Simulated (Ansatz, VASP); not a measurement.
## One calculation of NaSi2I2, two programs

The input POSCAR:

```
NaSi2I2
1.0
    0.0000000000      4.8114020000      0.0000000000
    4.8114020000      0.0000000000      0.0000000000
    2.4057010000      2.4057010000     -5.9547050000
Si Na I
2 1 2
Direct
    0.3840000000      0.3840000000      0.2320000000
    0.6160000000      0.6160000000      0.7680000000
    0.0000000000      0.0000000000      0.0000000000
    0.7500000000      0.2500000000      0.5000000000
    0.2500000000      0.7500000000      0.5000000000
```

The input INCAR.step1:

```
PREC = Accurate
ENCUT = 520
ISMEAR = 1
SIGMA = 0.0501
LREAL = False
LASPH = True
NELM = 80
NBANDS = 22
GGA = PE
ALGO = Normal
EDIFF = 1E-4
LWAVE = True
LCHARG = False
```

File INCAR.step2:

```
PREC = Accurate
ENCUT = 520
EDIFF = 1E-6
ISMEAR = 1
SIGMA = 0.0501
LREAL = False
LASPH = True
NELM = 80
ALGO = Normal
ISIF = 2
LWAVE = False
LCHARG = False
METAGGA = R2SCAN
LMIXTAU = True
NBANDS = 22
ISTART = 1
```

Contents of KPOINTS:

```
regular mesh
0
Gamma
  6 6 6
```

Input for Ansatz:

```yaml
crystal:
  lattice:
    - [0.0, 4.811402, 0.0]
    - [4.811402, 0.0, 0.0]
    - [2.405701, 2.405701, -5.954705]
  atoms:
    - { symbol: Si, position: [0.384, 0.384, 0.232] }
    - { symbol: Si, position: [0.616, 0.616, 0.768] }
    - { symbol: Na, position: [0.0, 0.0, 0.0] }
    - { symbol: I, position: [0.75, 0.25, 0.5] }
    - { symbol: I, position: [0.25, 0.75, 0.5] }
  symmetry: { tolerance: 0.0003 }
kpoints:
  mp_grid: { grid: [6, 6, 6], shift: [0, 0, 0] }
  band_path:
    path:
      - [0.0, 0.0, 0.0]
      - [0.5, 0.5, 0.5]
      - [0.5, 0.5, 0.25]
      - [0.0, 0.5, 0.0]
      - [0.0, 0.0, 0.0]
      - [0.0, 0.0, -0.5]
      - [0.0, 0.41839199, -0.29080401]
      - [0.0, 0.58160801, 0.29080401]
      - [0.0, 0.0, 0.0]
      - [0.5, 0.5, 0.5]
      - [0.41839199, 0.58160801, 0.5]
    npoints: 6
magnetization:
  spin_polarized: false
scf:
  occupations: { method: cold, width: 0.0501 }
  lower_state_search: "off"
  max_iter: 200
hamiltonian:
  pseudopotentials: { kind: paw }
  xc: r2scan
basis:
  ecutwfc: 500
  fft_grid_basis: typed
output:
  forces: true
  stress: true
  eigenvalues: true
  bader: true
  populations: true
  elf: true
  write_potential: true
  volumetric_format: npy
  dos:
    e_range: [-12, 8]
    de: 0.05
    projected: { site_lists: { I: [I], Na: [Na], Si: [Si] } }
checkpoint:
  read: saved_state
```

Alike in both runs: task single point; functional r2SCAN; k mesh 6 × 6 × 6; no spin polarisation.

|  | VASP | Ansatz |
| --- | --- | --- |
| version | VASP 6.6.1 | Ansatz 0.2.0 |
| potentials or method | VASP PAW PBE potentials, release 64 (Si, Na_pv, I), cutoff 520 eV | PAW plane waves |
| occupations | methfessel-paxton of order 1, width 0.0501 eV | cold, width 0.0501 eV |
| valence electrons in the cell | 29 | 51 |

Ansatz gave:

```
pressure (GPa)                                                : 5.3
traceless stress, the component that is largest in VASP (GPa) : -7.16
rms of the force components (eV/Å)                            : 0.535
```

Problem. What did VASP give for the same quantities?

Solution. Pressure (GPa): 5.2; traceless stress, the component that is largest in VASP (GPa): -7.19; rms of the force components (eV/Å): 0.536.

VASP's potentials were made for PBE, not for r2SCAN. Atom by atom the forces differ by 0.001 eV/Å (rms over components). VASP's potentials hold 29 valence electrons a cell and Ansatz's 51, so a difference there can come from the potentials and not from the codes.

Spin-orbit coupling is off throughout.
